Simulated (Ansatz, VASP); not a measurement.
**Two plane-wave programs on HfN**

INCAR

```
SYSTEM = HfN
PREC = Accurate
ENCUT = 520
EDIFF = 1E-7
ISMEAR = -1
SIGMA = 0.05
LREAL = .FALSE.
LASPH = .TRUE.
NELM = 150
ALGO = Normal
ISIF = 2
LWAVE = .FALSE.
LCHARG = .FALSE.
LMAXMIX = 4
LDAU = .TRUE.
LDAUTYPE = 2
LDAUL = 2 -1
LDAUU = 5 0
LDAUJ = 0 0
LDAUPRINT = 1
GGA = PS
NBANDS = 14
```

File KPOINTS:

```
regular mesh
0
G
  9 9 9
  0 0 0
```

Contents of POSCAR:

```
HfN
1.0
    0.0000000000      2.4548220000      2.4548220000
    2.4548220000      0.0000000000      2.4548220000
    2.4548220000      2.4548220000      0.0000000000
Hf N
1 1
Direct
    0.0000000000      0.0000000000      0.0000000000
    0.2500000000      0.2500000000      0.2500000000
```

File input.yaml:

```yaml
crystal:
  lattice:
    - [0.0, 2.454822, 2.454822]
    - [2.454822, 0.0, 2.454822]
    - [2.454822, 2.454822, 0.0]
  atoms:
    - { symbol: Hf, position: [0.0, 0.0, 0.0] }
    - { symbol: "N", position: [0.25, 0.25, 0.25] }
hamiltonian:
  xc: pbesol
  pseudopotentials: { kind: paw }
  hubbard: { sites: [{ species: Hf, l: d, u_eff: 5.0 }] }
kpoints:
  mp_grid: { grid: [9, 9, 9] }
  band_path:
    path:
      - [[0.0, 0.0, 0.0], [0.5, 0.0, 0.5], [0.5, 0.25, 0.75], [0.375, 0.375, 0.75], [0.0, 0.0, 0.0], [0.5, 0.5, 0.5], [0.625, 0.25, 0.625], [0.5, 0.25, 0.75], [0.5, 0.5, 0.5], [0.375, 0.375, 0.75]]
      - [[0.625, 0.25, 0.625], [0.5, 0.0, 0.5]]
    npoints: 14
scf:
  occupations: { method: fermi_dirac, width: 0.05 }
  n_extra_bands: 6
output:
  forces: true
  stress: true
  eigenvalues: true
  fatbands: false
```

Alike in both runs: functional PBEsol; k mesh 9 × 9 × 9; occupations fermi-dirac, width 0.05 eV; no spin polarisation; Hubbard terms Hf d U = 5.0 eV.

|  | VASP | Ansatz |
| --- | --- | --- |
| version | VASP 6.6.1 | Ansatz 0.2.0 |
| potentials or method | VASP PAW PBE potentials, release 64 (Hf_pv, N) | Ansatz PAW |
| plane-wave cutoff (eV) | 520 | 420 |
| valence electrons in the cell | 15 | 31 |
| task | single point | band structure |

|  | VASP | Ansatz | Ansatz less VASP |
| --- | --- | --- | --- |
| gap on the k mesh at the Fermi level (eV) | none | none | - |
| pressure (GPa) | 8.9 | 2.1 | -6.78 |

VASP's potentials were made for PBE, not for PBEsol. The programs project onto different local orbitals, so the same U acts differently, and such runs can settle in different states. A gap of «none» marks a metal or a gap that the smearing closes. VASP's potentials hold 15 valence electrons a cell and Ansatz's 31, so a difference there can come from the potentials and not from the codes.

Spin-orbit coupling is off throughout.
